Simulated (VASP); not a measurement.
# Ta8N7 (Fm-3m) in VASP: single point with PBE

Aim: the single point of Ta8N7 with PBE.

Program: VASP 6.6.1. These are calculated values, not measurements. Logs are shortened: lines on timing, memory, paths and dates and some standing lists are left out, and cuts for length are marked.

## 1. The cell of the first run

It takes space group Fm-3m (No. 225, cubic). The conventional cell has a = 8.798 Å, b = 8.798 Å, c = 8.798 Å, α = 90.00°, β = 90.00°, γ = 90.00°. Within 2.9 Å of Ta (site symmetry -43m) lie 6 N at 2.20 Å. Within 3.4 Å of Ta (site symmetry 4mm) lie 5 N at 2.20 to 2.34 Å and 12 Ta at 2.91 to 3.31 Å. N (site symmetry mmm) has 6 Ta at 2.20 Å within 2.9 Å. Within 3.2 Å of N (site symmetry m-3m) lie 6 Ta at 2.34 Å and 12 N at 3.11 Å.

## 2. Single point, PBE

Input file INCAR:

```
PREC     = Accurate       # precision mode
ENCUT    = 520            # plane-wave cutoff, eV
EDIFF    = 1E-7           # SCF threshold, eV
ISMEAR   = 0              # smearing method
SIGMA    = 0.2            # smearing width, eV
LREAL    = Auto         
LASPH    = True           # aspherical terms in the spheres
NELM     = 80             # most SCF steps
ALGO     = Normal         # electronic algorithm
ISIF     = 2              # what is computed and relaxed
LWAVE    = False          # write WAVECAR
LCHARG   = False          # write CHGCAR
GGA      = PE             # functional
NBANDS   = 74             # bands
```

Input file KPOINTS:

```
regular mesh
0
Gamma
  12 12 12
```

Input file POSCAR:

```
Ta8N7
1.0
    0.0000000000      4.3989910187      4.3989910187
    4.3989910187      0.0000000000      4.3989910187
    4.3989910187      4.3989910187      0.0000000000
Ta N
8 7
Direct
    0.0000000000      0.0000000000      0.0000000000
    0.0162785266      0.0162785266      0.4837214734
    0.0162785266      0.4837214734      0.0162785266
    0.0162785266      0.4837214734      0.4837214734
    0.4837214734      0.0162785266      0.0162785266
    0.4837214734      0.0162785266      0.4837214734
    0.4837214734      0.4837214734      0.0162785266
    0.5000000000      0.5000000000      0.5000000000
    0.2500000000      0.2500000000      0.7500000000
    0.2500000000      0.7500000000      0.2500000000
    0.2500000000      0.7500000000      0.7500000000
    0.7500000000      0.2500000000      0.2500000000
    0.7500000000      0.2500000000      0.7500000000
    0.7500000000      0.7500000000      0.2500000000
    0.7500000000      0.7500000000      0.7500000000
```

Potentials or basis: VASP PAW PBE potentials, release 64 (Ta_pv, N).

Command:

```bash
> cat potpaw_PBE.64/Ta_pv/POTCAR potpaw_PBE.64/N/POTCAR > POTCAR
> mpirun -np 1 vasp_std > vasp.out
```

OUTCAR:

```text
PREC = Accurate
   ENCUT = 520
   EDIFF = 1E-7
   ISMEAR = 0
   LREAL = Auto
   LASPH = True
   NELM = 80
   ISIF = 2
   GGA = PE

 ion  position               nearest neighbor table
   1  0.000  0.000  0.000-   9 2.20  10 2.20  11 2.20  12 2.20  13 2.20  14 2.20   2 3.11   3 3.11
                             5 3.11   2 3.11   4 3.11   6 3.11   3 3.11   4 3.11   7 3.11   5 3.11
   2  0.016  0.016  0.484-  10 2.20  11 2.20  12 2.20  13 2.20  15 2.34   4 2.91   5 2.91   6 2.91
                             3 2.91   1 3.11   1 3.11   8 3.11   8 3.11   3 3.31   5 3.31   6 3.31
   3  0.016  0.484  0.016-   9 2.20  11 2.20  12 2.20  14 2.20  15 2.34   4 2.91   5 2.91   7 2.91
                             2 2.91   1 3.11   1 3.11   8 3.11   8 3.11   2 3.31   5 3.31   7 3.31
   4  0.016  0.484  0.484-   9 2.20  10 2.20  13 2.20  14 2.20  15 2.34   3 2.91   6 2.91   7 2.91
                             2 2.91   8 3.11   1 3.11   1 3.11   8 3.11   3 3.31   6 3.31   7 3.31
   5  0.484  0.016  0.016-   9 2.20  10 2.20  13 2.20  14 2.20  15 2.34   3 2.91   6 2.91   7 2.91
                             2 2.91   1 3.11   1 3.11   8 3.11   8 3.11   6 3.31   2 3.31   7 3.31
   6  0.484  0.016  0.484-   9 2.20  11 2.20  12 2.20  14 2.20  15 2.34   4 2.91   5 2.91   7 2.91
                             2 2.91   8 3.11   1 3.11   1 3.11   8 3.11   5 3.31   4 3.31   7 3.31
   7  0.484  0.484  0.016-  10 2.20  11 2.20  12 2.20  13 2.20  15 2.34   4 2.91   5 2.91   6 2.91
                             3 2.91   8 3.11   1 3.11   1 3.11   8 3.11   6 3.31   4 3.31   3 3.31
   8  0.500  0.500  0.500-   9 2.20  10 2.20  11 2.20  12 2.20  13 2.20  14 2.20   3 3.11   5 3.11
                             7 3.11   4 3.11   6 3.11   7 3.11   2 3.11   3 3.11   4 3.11   2 3.11
   9  0.250  0.250  0.750-   1 2.20   8 2.20   4 2.20   5 2.20   6 2.20   3 2.20
  10  0.250  0.750  0.250-   1 2.20   8 2.20   4 2.20   5 2.20   7 2.20   2 2.20
  11  0.250  0.750  0.750-   1 2.20   8 2.20   3 2.20   6 2.20   7 2.20   2 2.20
  12  0.750  0.250  0.250-   1 2.20   8 2.20   3 2.20   6 2.20   7 2.20   2 2.20
  13  0.750  0.250  0.750-   1 2.20   8 2.20   4 2.20   5 2.20   7 2.20   2 2.20
  14  0.750  0.750  0.250-   1 2.20   8 2.20   4 2.20   5 2.20   6 2.20   3 2.20
  15  0.750  0.750  0.750-   2 2.34   3 2.34   4 2.34   5 2.34   6 2.34   7 2.34

  LATTYP: Found a face centered cubic cell.
 ALAT       =     8.7979820374

  Lattice vectors:

 A1 = (   0.0000000000,   4.3989910187,   4.3989910187)
 A2 = (   4.3989910187,   0.0000000000,   4.3989910187)
 A3 = (   4.3989910187,   4.3989910187,   0.0000000000)

Analysis of symmetry for initial positions (statically):
=====================================================================
 Subroutine PRICEL returns:
 Original cell was already a primitive cell.

 Routine SETGRP: Setting up the symmetry group for a
 face centered cubic supercell.

 Subroutine GETGRP returns: Found 48 space group operations
 (whereof 24 operations were pure point group operations)
 out of a pool of 48 trial point group operations.

The static configuration has the point symmetry T_d .
 The point group associated with its full space group is O_h .

Analysis of symmetry for dynamics (positions and initial velocities):
=====================================================================
 Subroutine PRICEL returns:
 Original cell was already a primitive cell.

 Routine SETGRP: Setting up the symmetry group for a
 face centered cubic supercell.

 Subroutine GETGRP returns: Found 48 space group operations
 (whereof 24 operations were pure point group operations)
 out of a pool of 48 trial point group operations.

The dynamic configuration has the point symmetry T_d .
 The point group associated with its full space group is O_h .

 Subroutine INISYM returns: Found 48 space group operations
 (whereof 24 operations are pure point group operations),
 and found     1 'primitive' translations

----------------------------------------------------------------------------------------

                                     Primitive cell

  volume of cell :     170.2508

  direct lattice vectors                    reciprocal lattice vectors
     0.000000000  4.398991019  4.398991019    -0.113662428  0.113662428  0.113662428
     4.398991019  0.000000000  4.398991019     0.113662428 -0.113662428  0.113662428
     4.398991019  4.398991019  0.000000000     0.113662428  0.113662428 -0.113662428

  length of vectors
     6.221112759  6.221112759  6.221112759     0.196869100  0.196869100  0.196869100

  position of ions in fractional coordinates (direct lattice)
     0.000000000  0.000000000  0.000000000
[... 58 lines left out ...]

 Following reciprocal coordinates:
            Coordinates               Weight
  0.000000  0.000000  0.000000      1.000000
  0.083333  0.000000  0.000000      8.000000
  0.166667  0.000000  0.000000      8.000000
  0.250000  0.000000  0.000000      8.000000
  0.333333  0.000000  0.000000      8.000000
  0.416667  0.000000  0.000000      8.000000
[... 16 lines left out ...]
  0.500000  0.166667  0.000000     24.000000
 -0.416667  0.166667  0.000000     24.000000
 [... further k-points ...]
   k-points           NKPTS =     72   k-points in BZ     NKDIM =     72   number of bands    NBANDS=     74
   number of dos      NEDOS =    301   number of ions     NIONS =     15
   total plane-waves  NPLWV = 110592
   dimension x,y,z NGX =    48 NGY =   48 NGZ =   48
   dimension x,y,z NGXF=    96 NGYF=   96 NGZF=   96
   ions per type =               8   7
   NGX,Y,Z   is equivalent  to a cutoff of  12.83, 12.83, 12.83 a.u.
   NGXF,Y,Z  is equivalent  to a cutoff of  25.65, 25.65, 25.65 a.u.
 SYSTEM =  unknown system
   PREC   = accura    normal or accurate (medium, high low for compatibility)
   ISTART =      0    job   : 0-new  1-cont  2-samecut
   ICHARG =      2    charge: 1-file 2-atom 10-const
   ISPIN  =      1    spin polarized calculation?
   LNONCOLLINEAR =      F non collinear calculations
   LSORBIT =      F    spin-orbit coupling
   LASPH  =      T    aspherical Exc in radial PAW
   ENCUT  =  520.0 eV  38.22 Ry    6.18 a.u.  11.57 11.57 11.57*2*pi/ulx,y,z
   NELM   =     80;   NELMIN=  2; NELMDL= -5     # of ELM steps
   EDIFF  = 0.1E-06   stopping-criterion for ELM
   LREAL  =      T    real-space projection
   EDIFFG = 0.1E-05   stopping-criterion for IOM
   NSW    =      0    number of steps for IOM
   IBRION =     -1    ionic relax: 0-MD 1-quasi-New 2-CG
   NFREE  =      0    steps in history (QN), initial steepest desc. (CG)
   ISIF   =      2    stress and relaxation
   ISYM   =      2    0-nonsym 1-usesym 2-fastsym
   POTIM  = 0.5000    time-step for ionic-motion
   TEBEG  =    0.0;   TEEND  =   0.0 temperature during run
   PSTRESS=    0.0 pullay stress
   NELECT =     123.0000    total number of electrons
   NUPDOWN=      -1.0000    fix difference up-down
   EMIN   =  10.00;   EMAX   =-10.00  energy-range for DOS
   EFERMI =   0.00;   METHOD = LEGACY
   ISMEAR =     0;   SIGMA  =   0.20  broadening in eV -4-tet -1-fermi 0-gaus
   EFERMI_NEDOS =   21; number of points for ismear=-14 and -15
   IALGO  =     38    algorithm
   IMIX   =      4    mixing-type and parameters
     AMIX     =   0.40;   BMIX     =  1.00
     AMIX_MAG =   1.60;   BMIX_MAG =  1.00
  volume/ion in A,a.u.               =      11.35        76.59
  Fermi-wavevector in a.u.,A,eV,Ry     =   1.468972  2.775954 29.359715  2.157878
  Thomas-Fermi vector in A             =   2.584405
   LORBIT       =      0    0 simple, 1 ext, 2 COOP (PROOUT), +10 PAW based schemes
   GGA     = PE    functional components
   LHFCALC =     F    Hartree Fock is set to
   AEXX    =    0.0000 exact exchange contribution
   IVDW    =     0    specifies the selected vdW correction
   LEPSILON=     F    determine dielectric tensor
   LRPA    =     F    only Hartree local field effects (RPA)
 non-spin polarized calculation
 Gauss-broadening in eV      SIGMA  =   0.20
  energy-cutoff  :      520.00
  volume of cell :      170.25
 maximum number of plane-waves:      4621
 NGX is ok and might be reduce to    48
   NGX = 23   NGY = 23   NGZ = 23

 number of electron     122.9999997 magnetization

 Free energy of the ion-electron system (eV)
  ---------------------------------------------------
  ext. energy  EPLUGINS =         0.00000000
  ---------------------------------------------------
  free energy    TOTEN  =      -166.35513894 eV

  energy without entropy =     -166.22869646  energy(sigma->0) =     -166.29191770

 E-fermi :   8.5989     XC(G=0): -13.2247

 val. band max:        8.5977757452   @ k =  -0.4167   0.1667   0.0833
 cond. band min:       8.6020699809   @ k =   0.5000   0.0000   0.0000
 fundamental gap:      0.0042942358
 Fermi energy:         8.5989048880

 k-point     1 :       0.0000    0.0000    0.0000
  band No.  band energies     occupation
      1     -27.7678      2.00000
      2     -27.7678      2.00000
      3     -27.7678      2.00000
      4     -27.6472      2.00000
      5     -27.6472      2.00000
      6     -27.6472      2.00000
[... 1813 lines left out ...]
     72      11.2858      0.00000
     73      11.3705      0.00000

 [... further k-points ...]

 [bands above 73 left out]

------------------------ aborting loop because EDIFF is reached ----------------------------------------

  FORCE on cell =-STRESS in cart. coord.  units (eV):
  Direction    XX          YY          ZZ          XY          YZ          ZX
  --------------------------------------------------------------------------------------
  -------------------------------------------------------------------------------------
  Total        0.6531507      0.6531507      0.6531507      0.0000000     -0.0000000     -0.0000000
  in kB        6.1465970      6.1465970      6.1465970      0.0000000     -0.0000000     -0.0000000
  external PRESSURE =       6.1465970 kB  Pullay stress =       0.0000000 kB

 VOLUME and BASIS-vectors are now :
 -----------------------------------------------------------------------------
  energy-cutoff  :      520.00
  volume of cell :      170.25
      direct lattice vectors                 reciprocal lattice vectors
     0.000000000  4.398991019  4.398991019    -0.113662428  0.113662428  0.113662428
     4.398991019  0.000000000  4.398991019     0.113662428 -0.113662428  0.113662428
     4.398991019  4.398991019  0.000000000     0.113662428  0.113662428 -0.113662428

 POSITION                                       TOTAL-FORCE (eV/Angst)
 -----------------------------------------------------------------------------------
      0.00000      0.00000      0.00000         0.000000     -0.000000      0.000000
      2.19950      2.19950      0.14322         0.000000     -0.000000      0.023936
      2.19950      0.14322      2.19950         0.000000      0.023936      0.000000
      4.25577      2.19950      2.19950        -0.023936     -0.000000      0.000000
      0.14322      2.19950      2.19950         0.023936     -0.000000      0.000000
      2.19950      4.25577      2.19950         0.000000     -0.023936      0.000000
      2.19950      2.19950      4.25577         0.000000     -0.000000     -0.023936
      4.39899      4.39899      4.39899         0.000000      0.000000      0.000000
      4.39899      4.39899      2.19950         0.000000      0.000000      0.000000
      4.39899      2.19950      4.39899         0.000000     -0.000000      0.000000
      6.59849      4.39899      4.39899         0.000000      0.000000      0.000000
      2.19950      4.39899      4.39899         0.000000     -0.000000      0.000000
      4.39899      6.59849      4.39899         0.000000      0.000000      0.000000
      4.39899      4.39899      6.59849         0.000000     -0.000000      0.000000
      6.59849      6.59849      6.59849         0.000000     -0.000000      0.000000
 -----------------------------------------------------------------------------------
    total drift:                               -0.000000     -0.000000     -0.000000

  FREE ENERGIE OF THE ION-ELECTRON SYSTEM (eV)
  ---------------------------------------------------
  free  energy   TOTEN  =      -166.3551389436 eV

  energy  without entropy=     -166.2286964587  energy(sigma->0) =     -166.29191770
```

Wall time 20 min (1 thread of AMD EPYC 9R45 (Zen 5), shared host); peak memory 0.65 GiB.

What came out:

| Quantity | Value |
| --- | --- |
| Free energy | -166.3551 eV |
| Pressure | 0.6 GPa |
| Largest force | 0.024 eV/Å |
| Band gap on the k mesh | zero (an odd number of electrons rules out a gap without spin polarisation) |

Forces in eV/Å, atoms in the order of the input:
```
Ta   0.000  0.000  0.000
Ta   0.000  0.000  0.024
Ta   0.000  0.024  0.000
Ta  -0.024  0.000  0.000
Ta   0.024  0.000  0.000
Ta   0.000 -0.024  0.000
Ta   0.000  0.000 -0.024
Ta   0.000  0.000  0.000
N    0.000  0.000  0.000
N    0.000  0.000  0.000
N    0.000  0.000  0.000
N    0.000  0.000  0.000
N    0.000  0.000  0.000
N    0.000  0.000  0.000
N    0.000  0.000  0.000
```

Caveat: spin-orbit coupling is left out, which moves the levels of the heavy elements.
